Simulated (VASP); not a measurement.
Here is a VASP 6.6.1 calculation.

INCAR

```
SYSTEM = AlFe
PREC     = Accurate       ! precision mode
ENCUT    = 520            ! plane-wave cutoff, eV
EDIFF    = 1E-6           ! SCF threshold, eV
ISMEAR   = -1             ! smearing method
SIGMA    = 0.1            ! smearing width, eV
LREAL    = .FALSE.        ! projectors in reciprocal space
LASPH    = .TRUE.         ! aspherical terms in the spheres
NELM     = 150            ! most SCF steps
ALGO     = Normal         ! electronic algorithm
ISIF     = 2              ! what is computed and relaxed
LWAVE    = .FALSE.        ! write WAVECAR
LCHARG   = .FALSE.        ! write CHGCAR
ISPIN    = 2              ! spin polarisation
MAGMOM   = 0 4.5          ! initial moments
LORBIT   = 11             ! projections on sites
LMAXMIX  = 4              ! l up to which the mixer works
GGA      = PE             ! functional
NBANDS   = 16             ! bands
```

KPOINTS

```
Automatic mesh
0
G
  10 10 10
  0 0 0
```

POSCAR

```
AlFe
1.0
    2.9196678451      0.0000000000      0.0000000000
    0.0000000000      2.9196678451      0.0000000000
    0.0000000000      0.0000000000      2.9196678451
Al Fe
1 1
Direct
    0.0000000000      0.0000000000      0.0000000000
    0.5000000000      0.5000000000      0.5000000000
```

Potentials or basis: VASP PAW PBE potentials, release 64 (Al, Fe).

Launch:

```bash
$ cat potpaw_PBE.64/Al/POTCAR potpaw_PBE.64/Fe/POTCAR > POTCAR
$ mpirun -np 1 vasp_std > vasp.out
```

Task: Estimate the site moments.

Result: Al -0.03; Fe +0.80 μB.

Task: What does it give for the pressure?

Result: -7.1 GPa.

Caveat: the moment fell far below its start of 4.5 μB, so a state of higher moment may lie lower in energy.
